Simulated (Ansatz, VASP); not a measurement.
K2B2P: VASP beside Ansatz

The input INCAR:

```
SYSTEM = K2B2P
ALGO = Normal ; EDIFF = 1E-6
EDIFFG = -0.04 ; ENCUT = 600
GGA = PE ; IBRION = 2
ISIF = 3 ; ISMEAR = 0
LASPH = .TRUE. ; LCHARG = .FALSE.
LREAL = .FALSE. ; LWAVE = .FALSE.
NELM = 60 ; NSW = 90
PREC = Accurate ; SIGMA = 0.1
```

Contents of KPOINTS:

```
k-points
0
G
  6 6 4
  0 0 0
```

POSCAR

```
K2B2P
1.0
    5.0824401800      0.0000000000      0.0000000000
   -2.5412200900      4.4015223100      0.0000000000
    0.0000000000      0.0000000000      4.9458360200
K B P
2 2 1
Direct
    0.3333333300      0.6666666700      0.2757999900
    0.6666666700      0.3333333300      0.7242000100
    0.0000000000      0.0000000000      0.3794000100
    0.0000000000      0.0000000000      0.6205999900
    0.0000000000      0.0000000000      0.0000000000
```

Input for Ansatz:

```yaml
crystal:
  lattice:
    - [5.08244018, 0.0, 0.0]
    - [-2.54122009, 4.40152231, 0.0]
    - [0.0, 0.0, 4.94583602]
  atoms:
    - { symbol: K, position: [0.33333333, 0.66666667, 0.27579999] }
    - { symbol: K, position: [0.66666667, 0.33333333, 0.72420001] }
    - { symbol: B, position: [0.0, 0.0, 0.37940001] }
    - { symbol: B, position: [0.0, 0.0, 0.62059999] }
    - { symbol: P, position: [0.0, 0.0, 0.0] }
basis:
  ecutwfc: 420
kpoints:
  mp_grid: { grid: [6, 6, 4] }
hamiltonian:
  xc: pbe
scf:
  occupations: { method: gaussian, width: 0.1 }
  lower_state_search: "off"
output:
  forces: true
  stress: true
  eigenvalues: true
relax:
  adjacent_minimum: "off"
  f_tol: 0.04
  max_steps: 70
  cell: { stress_tol: 0.4 }
```

Change from the starting cell: species swapped into the Rb2PtC2 type (P-3m1, No. 164).

Alike in both runs: task relaxation of cell and atoms; functional PBE; k mesh 6 × 6 × 4; occupations gaussian, width 0.1 eV; no spin polarisation.

```csv
,VASP,Ansatz
version,VASP 6.6.1,Ansatz 0.2.0
potentials or method,"VASP PAW PBE potentials, release 64 (K_sv, B, P), cutoff 600 eV","scalar-relativistic, plane waves, PAW"
valence electrons in the cell,29,29
```

Ansatz gave:

| Property | Result |
| --- | --- |
| relaxed volume (Å³/atom) | 25.28 |
| relaxed cell length with the largest relative difference (Å) | 5.366 |

Question: Estimate VASP's values.

Answer: Relaxed volume (Å³/atom): 25.36; relaxed cell length with the largest relative difference (Å): 5.376.
